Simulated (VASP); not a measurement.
Write the native input for VASP 6.6.1 that does the following.

```yaml
Task: relaxation of the atoms
Functional: PBEsol
Potentials_or_basis: VASP PAW PBE potentials, release 64 (N, Al)
Cutoff: 520 eV
k_mesh: 9 × 9 × 1
Occupations: gaussian, width 0.05 eV
Spin: no spin polarisation
Dipole_correction: yes
Further_INCAR_settings: ALGO = Normal; EDIFF = 1e-06; IBRION = 2; EDIFFG = -0.02; NSW = 80
```

The structure of AlN lies in POSCAR:

```
AlN
1.0
    3.1136926466      0.0000000000      0.0000000000
   -1.5568463233      2.6965369316      0.0000000000
    0.0000000000      0.0000000000     28.0466650089
N Al
6 6
Direct
    0.3333333333      0.6666666667      0.2674114729
    0.6666666667      0.3333333333      0.3562529901
    0.3333333333      0.6666666667      0.4450945074
    0.6666666667      0.3333333333      0.5339360246
    0.3333333333      0.6666666667      0.6227775418
    0.6666666667      0.3333333333      0.7116190591
    0.6666666667      0.3333333333      0.2883809409
    0.3333333333      0.6666666667      0.3772224582
    0.6666666667      0.3333333333      0.4660639754
    0.3333333333      0.6666666667      0.5549054926
    0.6666666667      0.3333333333      0.6437470099
    0.3333333333      0.6666666667      0.7325885271
```

The input as run:

INCAR

```
ALGO = Normal
DIPOL = 0.5 0.5 0.500
EDIFF = 1E-6
EDIFFG = -0.02
ENCUT = 520
GGA = PS
IBRION = 2
IDIPOL = 3
ISIF = 2
ISMEAR = 0
LASPH = True
LCHARG = False
LDIPOL = True
LREAL = False
LWAVE = False
NELM = 100
NSW = 80
PREC = Accurate
SIGMA = 0.05
```

KPOINTS

```
k-points
0
Gamma
  9 9 1
```

Potentials or basis: VASP PAW PBE potentials, release 64 (N, Al).

Run with:

```sh
$ cat potpaw_PBE.64/N/POTCAR potpaw_PBE.64/Al/POTCAR > POTCAR
$ mpirun -np 1 vasp_std > vasp.out
```

It gave:

The energy gained by relaxing is 35.7 meV/atom. The ionic steps are 25. The largest force after relaxing is 0.015 eV/Å and the band gap on the k mesh is zero (bands 24 and 25 overlap by 0.31 eV).

Caveat: the PAW data sets were made with another functional, which shifts forces and pressure a little.

Run time: 37 min on 1 thread of AMD EPYC 9755 128-Core Processor, with other jobs on the host, peak memory 0.37 GiB.
